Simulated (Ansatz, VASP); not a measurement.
## Mo in VASP and in Ansatz

```
Mo
1.0
     2.82523    0.00000    0.00000
    -1.41262    2.44672    0.00000
     0.00000    0.00000    4.57688
Mo
2
Direct
  0.33333 0.66667 0.25000
  0.66667 0.33333 0.75000
```

Alike in both runs: task relaxation of cell and atoms; functional PBE; k mesh 17 × 17 × 9; occupations fermi-dirac, width 0.05 eV; no spin polarisation.

```csv
,VASP,Ansatz
version,VASP 6.6.1,Ansatz 0.2.0
potentials or method,"VASP PAW PBE potentials, release 64 (Mo_sv)","PAW with Ansatz's default frozen-core files, scalar-relativistic"
plane-wave cutoff (eV),500,420
valence electrons in the cell,28,28
```

VASP gave:

```
relaxed volume (Å³/atom)                                                      : 16.14
relaxed length of the cell vector where the two differ most in proportion (Å) : 2.759
```

What did Ansatz give for the same quantities?

Relaxed volume (Å³/atom): 16.11; relaxed length of the cell vector where the two differ most in proportion (Å): 2.756.
